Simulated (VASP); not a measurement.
Here is a VASP 6.6.1 calculation.

INCAR

```
SYSTEM = Ti
PREC = Accurate
ENCUT = 520
EDIFF = 1E-6
ISMEAR = -1
SIGMA = 0.1
LREAL = .FALSE.
LASPH = .TRUE.
NELM = 60
ALGO = Normal
ISIF = 2
LWAVE = .FALSE.
LCHARG = .FALSE.
GGA = PS
NBANDS = 12
```

Contents of KPOINTS:

```
regular mesh
0
G
  10 10 10
  0 0 0
```

The input POSCAR:

```
Ti
1.0
   -1.6410000000      1.6410000000      1.6410000000
    1.6410000000     -1.6410000000      1.6410000000
    1.6410000000      1.6410000000     -1.6410000000
Ti
1
Direct
    0.0000000000      0.0000000000      0.0000000000
```

Potentials or basis: VASP PAW PBE potentials, release 64 (Ti_sv).

Launch:

```sh
$ cat potpaw_PBE.64/Ti_sv/POTCAR > POTCAR
$ mpirun -np 1 vasp_std > vasp.out
```

Estimate the pressure.

-6.5 GPa.

What does it give for the band gap on the k mesh?

Zero (band 6 reaches 8.74 eV, above the bottom of band 7 at 7.13 eV).

Caveat: the PAW data sets were made with another functional, which shifts forces and pressure a little.
